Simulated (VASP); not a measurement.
# WC in VASP: single point with PBE

Aim: the single point of WC with PBE.

Everything below comes from runs of VASP 6.6.1. Logs are shortened: lines on timing, memory, paths and dates and some standing lists are left out, and cuts for length are marked.

## Step 1: The cell of the first run

The cell holds a slab with vacuum, 8 atoms: a = 2.847 Å, b = 2.922 Å, c = 23.434 Å, α = 90.00°, β = 90.00°, γ = 90.00°.

## Step 2: Single point, PBE

The input, INCAR:

```
SYSTEM = WC
PREC = Accurate
ENCUT = 520
EDIFF = 1E-6
ISMEAR = 0
SIGMA = 0.1
LREAL = .False.
LASPH = .True.
NELM = 120
ALGO = Normal
ISIF = 2
LWAVE = .False.
LCHARG = .False.
LDIPOL = .True.
IDIPOL = 3
DIPOL = 0.5 0.5 0.500
GGA = PE
NBANDS = 46
GGA_COMPAT = .False.
NELMDL = -8
```

The input, KPOINTS:

```
Automatic mesh
0
Gamma
  12 12 1
  0 0 0
```

The input, POSCAR:

```
WC
1.0
    2.8470769657      0.0000000000      0.0000000000
    0.0000000000      2.9217712149      0.0000000000
    0.0000000000      0.0000000000     23.4344269872
C W
4 4
Direct
    0.5000000000      0.0000000000      0.3285690096
    0.5000000000      0.5000000000      0.4278691270
    0.5000000000      0.0000000000      0.5350862514
    0.5000000000      0.5000000000      0.6434238511
    0.0000000000      0.5000000000      0.3543037909
    0.0000000000      0.0000000000      0.4630711511
    0.0000000000      0.5000000000      0.5710718985
    0.0000000000      0.0000000000      0.6766049205
```

Potentials or basis: VASP PAW PBE potentials, release 64 (C, W_sv).

Command:

```
$ cat potpaw_PBE.64/C/POTCAR potpaw_PBE.64/W_sv/POTCAR > POTCAR
$ mpirun -np 1 vasp_std > vasp.out
```

OUTCAR:

```text
SYSTEM = WC
   PREC = Accurate
   ENCUT = 520
   EDIFF = 1E-6
   ISMEAR = 0
   LREAL = .False.
   LASPH = .True.
   NELM = 120
   ISIF = 2
   GGA = PE
   NELMDL = -8

 ion  position               nearest neighbor table
   1  0.500  0.000  0.329-   5 2.13   5 2.13   5 2.13   5 2.13
   2  0.500  0.500  0.428-   6 2.20   6 2.20   6 2.20   6 2.20   5 2.24   5 2.24
   3  0.500  0.000  0.535-   7 2.21   7 2.21   7 2.21   7 2.21   6 2.21   6 2.21
   4  0.500  0.500  0.643-   8 2.18   8 2.18   8 2.18   8 2.18   7 2.21   7 2.21
   5  0.000  0.500  0.354-   1 2.13   1 2.13   1 2.13   1 2.13   2 2.24   2 2.24   6 2.94   6 2.94

   6  0.000  0.000  0.463-   2 2.20   2 2.20   2 2.20   2 2.20   3 2.21   3 2.21   7 2.92   7 2.92
                             5 2.94   5 2.94
   7  0.000  0.500  0.571-   3 2.21   3 2.21   3 2.21   3 2.21   4 2.21   4 2.21   8 2.87   8 2.87
                             6 2.92   6 2.92
   8  0.000  0.000  0.677-   4 2.18   4 2.18   4 2.18   4 2.18   7 2.87   7 2.87

  LATTYP: Found a simple orthorhombic cell.
 ALAT       =     2.8470769657
 B/A-ratio  =     1.0262354162
 C/A-ratio  =     8.2310479378

  Lattice vectors:

 A1 = (   2.8470769657,   0.0000000000,   0.0000000000)
 A2 = (   0.0000000000,   2.9217712149,   0.0000000000)
 A3 = (   0.0000000000,   0.0000000000,  23.4344269872)

Analysis of symmetry for initial positions (statically):
=====================================================================
 Subroutine PRICEL returns:
 Original cell was already a primitive cell.

 Routine SETGRP: Setting up the symmetry group for a
 simple orthorhombic supercell.

 Subroutine GETGRP returns: Found  4 space group operations
 (whereof  4 operations were pure point group operations)
 out of a pool of  8 trial point group operations.

The static configuration has the point symmetry C_2v.

Analysis of symmetry for dynamics (positions and initial velocities):
=====================================================================
 Subroutine PRICEL returns:
 Original cell was already a primitive cell.

 Routine SETGRP: Setting up the symmetry group for a
 simple orthorhombic supercell.

 Subroutine GETGRP returns: Found  4 space group operations
 (whereof  4 operations were pure point group operations)
 out of a pool of  8 trial point group operations.

The dynamic configuration has the point symmetry C_2v.

 Subroutine INISYM returns: Found  4 space group operations
 (whereof  4 operations are pure point group operations),
 and found     1 'primitive' translations

----------------------------------------------------------------------------------------

                                     Primitive cell

  volume of cell :     194.9395

  direct lattice vectors                    reciprocal lattice vectors
     2.847076966  0.000000000  0.000000000     0.351237431  0.000000000  0.000000000
     0.000000000  2.921771215  0.000000000     0.000000000  0.342258146  0.000000000
     0.000000000  0.000000000 23.434426987     0.000000000  0.000000000  0.042672262

  length of vectors
     2.847076966  2.921771215 23.434426987     0.351237431  0.342258146  0.042672262

  position of ions in fractional coordinates (direct lattice)
     0.500000000  0.000000000  0.328569010
     0.500000000  0.500000000  0.427869127
     0.500000000  0.000000000  0.535086251
     0.500000000  0.500000000  0.643423851
     0.000000000  0.500000000  0.354303791
     0.000000000  0.000000000  0.463071151
     0.000000000  0.500000000  0.571071899
     0.000000000  0.000000000  0.676604920

  ion indices of the primitive-cell ions
   primitive index   ion index
                 1           1
                 2           2
                 3           3
                 4           4
                 5           5
                 6           6
                 7           7
                 8           8

----------------------------------------------------------------------------------------

 KPOINTS: Automatic mesh

Automatic generation of k-mesh.
 Grid dimensions read from file:
 generate k-points for:   12   12    1

 Generating k-lattice:

  Cartesian coordinates                     Fractional coordinates (reciprocal lattice)
     0.029269786  0.000000000  0.000000000     0.083333333  0.000000000  0.000000000
     0.000000000  0.028521512  0.000000000     0.000000000  0.083333333  0.000000000
     0.000000000  0.000000000  0.042672262     0.000000000  0.000000000  1.000000000

  Length of vectors
     0.029269786  0.028521512  0.042672262

  Shift w.r.t. Gamma in fractional coordinates (k-lattice)
     0.000000000  0.000000000  0.000000000

 Subroutine IBZKPT returns following result:
 ===========================================

 Found     49 irreducible k-points:

 Following reciprocal coordinates:
            Coordinates               Weight
  0.000000  0.000000  0.000000      1.000000
  0.083333  0.000000  0.000000      2.000000
  0.166667  0.000000  0.000000      2.000000
  0.250000  0.000000  0.000000      2.000000
  0.333333  0.000000  0.000000      2.000000
  0.416667  0.000000  0.000000      2.000000
[... 16 lines left out ...]
  0.083333  0.250000  0.000000      4.000000
  0.166667  0.250000  0.000000      4.000000
 [... further k-points ...]
   k-points           NKPTS =     49   k-points in BZ     NKDIM =     49   number of bands    NBANDS=     46
   number of dos      NEDOS =    301   number of ions     NIONS =      8
   total plane-waves  NPLWV = 103680
   dimension x,y,z NGX =    24 NGY =   24 NGZ =  180
   dimension x,y,z NGXF=    48 NGYF=   48 NGZF=  360
   ions per type =               4   4
   NGX,Y,Z   is equivalent  to a cutoff of  14.01, 13.66, 12.77 a.u.
   NGXF,Y,Z  is equivalent  to a cutoff of  28.03, 27.31, 25.54 a.u.
 SYSTEM =  WC
   PREC   = accura    normal or accurate (medium, high low for compatibility)
   ISTART =      0    job   : 0-new  1-cont  2-samecut
   ICHARG =      2    charge: 1-file 2-atom 10-const
   ISPIN  =      1    spin polarized calculation?
   LNONCOLLINEAR =      F non collinear calculations
   LSORBIT =      F    spin-orbit coupling
   LASPH  =      T    aspherical Exc in radial PAW
   ENCUT  =  520.0 eV  38.22 Ry    6.18 a.u.   5.29  5.43 43.57*2*pi/ulx,y,z
   NELM   =    120;   NELMIN=  2; NELMDL= -8     # of ELM steps
   EDIFF  = 0.1E-05   stopping-criterion for ELM
   LREAL  =      F    real-space projection
[... 7 lines left out ...]
   TEBEG  =    0.0;   TEEND  =   0.0 temperature during run
   PSTRESS=    0.0 pullay stress
   NELECT =      72.0000    total number of electrons
   NUPDOWN=      -1.0000    fix difference up-down
   EMIN   =  10.00;   EMAX   =-10.00  energy-range for DOS
   EFERMI =   0.00;   METHOD = LEGACY
   ISMEAR =     0;   SIGMA  =   0.10  broadening in eV -4-tet -1-fermi 0-gaus
   EFERMI_NEDOS =   21; number of points for ismear=-14 and -15
   IALGO  =     38    algorithm
   IMIX   =      4    mixing-type and parameters
     AMIX     =   0.40;   BMIX     =  1.00
     AMIX_MAG =   1.60;   BMIX_MAG =  1.00
  volume/ion in A,a.u.               =      24.37       164.44
  Fermi-wavevector in a.u.,A,eV,Ry     =   1.174589  2.219650 18.771389  1.379658
  Thomas-Fermi vector in A             =   2.310983
   LORBIT       =      0    0 simple, 1 ext, 2 COOP (PROOUT), +10 PAW based schemes
   GGA     = PE    functional components
   LHFCALC =     F    Hartree Fock is set to
   AEXX    =    0.0000 exact exchange contribution
   IVDW    =     0    specifies the selected vdW correction
   LEPSILON=     F    determine dielectric tensor
   LRPA    =     F    only Hartree local field effects (RPA)
 non-spin polarized calculation
 Gauss-broadening in eV      SIGMA  =   0.10
  energy-cutoff  :      520.00
  volume of cell :      194.94
 maximum number of plane-waves:      5295
 NGX is ok and might be reduce to    24
   NGX = 11   NGY = 11   NGZ = 87

 dipolmoment           0.000000      0.000000      0.032412 electrons x Angstroem

 number of electron      71.9999995 magnetization

 dipolmoment           0.000000      0.000000     -0.005762 electrons x Angstroem

 Free energy of the ion-electron system (eV)
  ---------------------------------------------------
  ext. energy  EPLUGINS =         0.00000000
  ---------------------------------------------------
  free energy    TOTEN  =       -86.03296245 eV

  energy without entropy =      -86.01082871  energy(sigma->0) =      -86.02189558

 E-fermi :   1.8456     XC(G=0):  -6.7861

 val. band max:        1.8329254293   @ k =   0.3333   0.3333   0.0000
 cond. band min:       1.8481857525   @ k =   0.0000   0.2500   0.0000
 fundamental gap:      0.0152603231
 Fermi energy:         1.8455947559

 k-point     1 :       0.0000    0.0000    0.0000
  band No.  band energies     occupation
      1     -72.3582      2.00000
      2     -72.2346      2.00000
      3     -72.1934      2.00000
      4     -72.1814      2.00000
      5     -36.8686      2.00000
      6     -36.7129      2.00000
[... 38 lines left out ...]
     45       5.9642      0.00000
     46       6.0433      0.00000

 k-point     2 :       0.0833    0.0000    0.0000
  band No.  band energies     occupation
      1     -72.3556      2.00000
      2     -72.2321      2.00000
      3     -72.1909      2.00000
      4     -72.1789      2.00000
      5     -36.8619      2.00000
      6     -36.7071      2.00000
[... 38 lines left out ...]
     45       6.3255      0.00000
     46       6.3342      0.00000

 k-point     3 :       0.1667    0.0000    0.0000
  band No.  band energies     occupation
      1     -72.3485      2.00000
      2     -72.2251      2.00000
      3     -72.1840      2.00000
      4     -72.1720      2.00000
      5     -36.8437      2.00000
      6     -36.6912      2.00000
[... 1018 lines left out ...]
     45       5.5545      0.00000
     46       5.7819      0.00000

 k-point    24 :       0.1667    0.2500    0.0000
  band No.  band energies     occupation
      1     -72.3344      2.00000
      2     -72.2066      2.00000
      3     -72.1714      2.00000
      4     -72.1628      2.00000
      5     -36.7662      2.00000
      6     -36.7001      2.00000
[... 38 lines left out ...]
     45       6.0241      0.00000
     46       6.2373      0.00000

 [... further k-points ...]

------------------------ aborting loop because EDIFF is reached ----------------------------------------

 vacuum level on the upper side and lower side of the slab       (xc-potential included)        -0.245        -0.094

  FORCE on cell =-STRESS in cart. coord.  units (eV):
  Direction    XX          YY          ZZ          XY          YZ          ZX
  --------------------------------------------------------------------------------------
  -------------------------------------------------------------------------------------
  Total       -2.0835632     -2.0446471      0.3809898      0.0000000      0.0000000      0.0000000
  in kB      -17.1244846    -16.8046389      3.1312967      0.0000000      0.0000000      0.0000000
  external PRESSURE =     -10.2659423 kB  Pullay stress =       0.0000000 kB

 VOLUME and BASIS-vectors are now :
 -----------------------------------------------------------------------------
  energy-cutoff  :      520.00
  volume of cell :      194.94
      direct lattice vectors                 reciprocal lattice vectors
     2.847076966  0.000000000  0.000000000     0.351237431  0.000000000  0.000000000
     0.000000000  2.921771215  0.000000000     0.000000000  0.342258146  0.000000000
     0.000000000  0.000000000 23.434426987     0.000000000  0.000000000  0.042672262

 POSITION                                       TOTAL-FORCE (eV/Angst)
 -----------------------------------------------------------------------------------
      1.42354      0.00000      7.69983         0.000000      0.000000     -0.034146
      1.42354      1.46089     10.02687         0.000000      0.000000     -0.004381
      1.42354      0.00000     12.53944         0.000000      0.000000      0.001458
      1.42354      1.46089     15.07827         0.000000      0.000000      0.005823
      0.00000      1.46089      8.30291         0.000000      0.000000     -0.018833
      0.00000      0.00000     10.85181         0.000000      0.000000      0.001213
      0.00000      1.46089     13.38274         0.000000      0.000000     -0.000617
      0.00000      0.00000     15.85585         0.000000      0.000000      0.049483
 -----------------------------------------------------------------------------------
    total drift:                                0.000000      0.000000     -0.000013

  FREE ENERGIE OF THE ION-ELECTRON SYSTEM (eV)
  ---------------------------------------------------
  free  energy   TOTEN  =       -86.0329624480 eV

  energy  without entropy=      -86.0108287109  energy(sigma->0) =      -86.02189558

 vacuum level on the upper side and lower side of the slab         6.854         6.986
```

Run time: 31 min. Hardware: 1 thread of Oxide Virtual Turin-like, shared host; peak memory 0.48 GiB.

Results:

- Free energy: -86.0330 eV
- Largest force: 0.049 eV/Å
- Band gap on the k mesh: zero (bands 36 and 37 overlap by 1.97 eV)

Forces in eV/Å, atoms in the order of the input:
```
C    0.000  0.000 -0.034
C    0.000  0.000 -0.004
C    0.000  0.000  0.001
C    0.000  0.000  0.006
W    0.000  0.000 -0.019
W    0.000  0.000  0.001
W    0.000  0.000 -0.001
W    0.000  0.000  0.049
```

Caveat: spin-orbit coupling is left out, which moves the levels of the heavy elements.
